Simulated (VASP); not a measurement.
Write the native input for VASP 6.6.1 that does the following.

```
Task                   : relaxation of cell and atoms
Functional             : PBEsol
Potentials or basis    : VASP PAW PBE potentials, release 64 (Re)
Cutoff                 : 600 eV
k mesh                 : 20 × 20 × 20
Occupations            : gaussian, width 0.1 eV
Spin                   : no spin polarisation
Dipole correction      : no
Further INCAR settings : ALGO = Normal; EDIFF = 1e-06; IBRION = 2; EDIFFG = -0.01; NSW = 80; ISIF = 3
```

The structure of Re lies in POSCAR:

```
Re
1.0
   -1.5418587319      1.5418587319      1.5418587319
    1.5418587319     -1.5418587319      1.5418587319
    1.5418587319      1.5418587319     -1.5418587319
Re
1
Direct
    0.0000000000      0.0000000000      0.0000000000
```

This isn't the form of Re at room conditions, which is hcp.

The input as run:

INCAR

```
SYSTEM = Re
PREC = Accurate ; ENCUT = 600
EDIFF = 1E-6 ; ISMEAR = 0
SIGMA = 0.1 ; LREAL = .FALSE.
LASPH = .TRUE. ; NELM = 80
ALGO = Normal ; ISIF = 3
LWAVE = .FALSE. ; LCHARG = .FALSE.
GGA = PS ; IBRION = 2
NSW = 80 ; EDIFFG = -0.01
```

KPOINTS

```
Automatic mesh
0
G
  20 20 20
  0 0 0
```

Potentials or basis: VASP PAW PBE potentials, release 64 (Re).

The run is started by

```sh
$ cat potpaw_PBE.64/Re/POTCAR > POTCAR
$ mpirun -np 1 vasp_std > vasp.out
```

It gave:

```yaml
Relaxed_volume: 14.68 Å³/atom
Relaxed_cell: a = 2.672 Å, b = 2.672 Å, c = 2.672 Å, α = 109.47°, β = 109.47°, γ = 109.47°
Space_group_after_relaxing_to_0.1_Å: Im-3m (No. 229)
Energy_gained_by_relaxing: 0.0 meV/atom
Ionic_steps: 3
Pressure_after_relaxing: 0.0 GPa
Band_gap_on_the_k_mesh: zero (an odd number of electrons rules out a gap without spin polarisation)
```

Caveat: the PAW data sets were made with another functional, which shifts forces and pressure a little; spin-orbit coupling is left out, which moves the levels of the heavy elements.

It took 62 s on 1 thread of Intel Xeon 8259CL, on a shared host, peak memory 0.17 GiB.
